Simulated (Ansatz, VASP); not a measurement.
## MgO: VASP beside Ansatz

File POSCAR:

```
MgO
1.0
    0.0000000000      2.0794814021      2.0794814021
    2.0794814021      0.0000000000      2.0794814021
    2.0794814021      2.0794814021      0.0000000000
Mg O
1 1
Direct
    0.0000000000      0.0000000000      0.0000000000
    0.5000000000      0.5000000000      0.5000000000
```

Contents of INCAR.step1:

```
SYSTEM = MgO
PREC = Accurate
ENCUT = 520
EDIFF = 1E-5
ISMEAR = 0
SIGMA = 0.02
LREAL = .FALSE.
LASPH = .TRUE.
NELM = 80
ALGO = Normal
ISIF = 2
LWAVE = .TRUE.
LCHARG = .FALSE.
GGA = PE
NBANDS = 11
```

INCAR.step2

```
SYSTEM = MgO
PREC = Accurate
ENCUT = 520
EDIFF = 1E-6
ISMEAR = 0
SIGMA = 0.02
LREAL = .FALSE.
LASPH = .TRUE.
NELM = 80
ALGO = Normal
ISIF = 2
LWAVE = .FALSE.
LCHARG = .FALSE.
GGA = PE
LHFCALC = .TRUE.
HFSCREEN = 0.2079
PRECFOCK = Normal
ISTART = 1
NBANDS = 11
```

The input KPOINTS:

```
Automatic mesh
0
G
  6 6 6
  0 0 0
```

Input for Ansatz:

```yaml
crystal:
  lattice:
    - [0.0, 2.0794814021, 2.0794814021]
    - [2.0794814021, 0.0, 2.0794814021]
    - [2.0794814021, 2.0794814021, 0.0]
  atoms:
    - { symbol: Mg, position: [0.0, 0.0, 0.0] }
    - { symbol: O, position: [0.5, 0.5, 0.5] }
basis:
  ecutwfc: 420
kpoints:
  mp_grid: { grid: [6, 6, 6] }
hamiltonian:
  xc: hse06
scf:
  occupations: { method: gaussian, width: 0.02 }
output:
  forces: true
  stress: true
  eigenvalues: true
```

Alike in both runs: task single point; functional HSE06; k mesh 6 × 6 × 6; occupations gaussian, width 0.02 eV; no spin polarisation.

```csv
,VASP,Ansatz
version,VASP 6.6.1,Ansatz 0.2.0
potentials or method,"VASP PAW PBE potentials, release 64 (Mg, O), cutoff 520 eV","scalar-relativistic, plane waves, PAW"
valence electrons in the cell,8,16
```

|  | VASP | Ansatz | Ansatz less VASP |
| --- | --- | --- | --- |
| gap on the k mesh at the Fermi level (eV) | 6.85 | 6.90 | +0.046 |
| least direct gap on the mesh (eV) | 6.85 | 6.90 | +0.046 |
| pressure (GPa) | 5.2 | 5.4 | +0.23 |

With one functional, cell and mesh, what is left measures potentials, basis and numerics. VASP's potentials hold 8 valence electrons a cell and Ansatz's 16, so a difference there can come from the potentials and not from the codes. Ansatz's warnings: stress exchange threshold loose, stress scf threshold loose.

The k mesh is coarse, so the values compare programs but aren't converged.
